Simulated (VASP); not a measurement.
Input of a VASP 6.6.1 run:

Contents of POSCAR:

```
Sn
1.0
   -1.6983505554      1.6984427952      2.3348464300
    1.6983505554     -1.6984427952      2.3348464300
    1.6983505554      1.6984427952     -2.3348464300
Sn
1
Direct
    0.0000000000      0.0000000000      0.0000000000
```

INCAR.step1

```
PREC = Accurate ; ENCUT = 520
ISMEAR = -1 ; SIGMA = 0.05
LREAL = F ; LASPH = T
NELM = 60 ; NBANDS = 13
GGA = PE ; ALGO = Normal
EDIFF = 1E-4 ; LWAVE = T
LCHARG = F
```

The input INCAR.step2:

```
PREC = Accurate ; ENCUT = 520
EDIFF = 1E-7 ; ISMEAR = -1
SIGMA = 0.05 ; LREAL = F
LASPH = T ; NELM = 60
ALGO = Normal ; ISIF = 2
LWAVE = F ; LCHARG = T
METAGGA = R2SCAN ; LMIXTAU = T
IVDW = 13 ; VDW_S6 = 1.0
VDW_S8 = 0.6018749 ; VDW_A1 = 0.51559235
VDW_A2 = 5.77342911 ; LELF = T
LVHAR = T ; NBANDS = 13
ISTART = 1
```

KPOINTS

```
regular mesh
0
Gamma
  11 11 11
```

Potentials or basis: VASP PAW PBE potentials, release 64 (Sn_d).

Launch:

```console
$ cat potpaw_PBE.64/Sn_d/POTCAR > POTCAR
$ cp INCAR.step1 INCAR
$ mpirun -np 1 vasp_std > vasp.out
$ cp INCAR.step2 INCAR
$ mpirun -np 1 vasp_std > vasp.out
```

(1) Estimate the dispersion energy per atom.

(2) What does it give for the band gap on the k mesh?

Results:

(1) -0.140 eV.

(2) zero (bands 7 and 8 overlap by 10.21 eV).

Caveat: spin-orbit coupling is left out, which moves the levels of the heavy elements.
